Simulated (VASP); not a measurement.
The system is SiO2.

```
Si O
1.0
     6.91142    0.00000    0.00000
     0.00000    6.91142    0.00000
     0.00000    0.00000    6.41851
Si O
5 10
Direct
  0.26963 0.00000 0.11937
  0.00000 0.73037 0.88063
  0.00000 0.26963 0.88063
  0.73037 0.00000 0.11937
  0.00000 0.00000 0.50000
  0.19171 0.00000 0.35643
  0.00000 0.80829 0.64357
  0.00000 0.19171 0.64357
  0.80829 0.00000 0.35643
  0.19112 0.19112 0.00000
  0.19112 0.80888 0.00000
  0.80888 0.19112 0.00000
  0.80888 0.80888 0.00000
  0.50000 0.00000 0.12050
  0.00000 0.50000 0.87950
```

Base run:

| Property | Result |
| --- | --- |
| Program | VASP 6.6.1 |
| Functional | PBE |
| Dispersion | D4 |
| Potentials or basis | VASP PAW PBE potentials, release 64 (Si, O) |
| Cutoff | 520 eV |
| k mesh | 4 × 4 × 4 |
| Occupations | fermi-dirac, width 0.02 eV |
| Spin | no spin polarisation |

Its results: band gap on the k mesh 5.62 eV (least direct gap 5.66 eV); pressure 2.6 GPa; largest force 0.374 eV/Å.

**Question.** The run is repeated on the same cell with these changes: dispersion from D4 to none. What comes out?

**Answer.** Band gap on the k mesh 5.62 eV (least direct gap 5.66 eV); pressure 3.2 GPa; largest force 0.405 eV/Å.

Dispersion adds attraction, which lowers the pressure at fixed volume and, as a term added to the energy, leaves the levels alone.

Caveats: the cell stands under pressure (at least some runs).

A k mesh can miss the band edges.
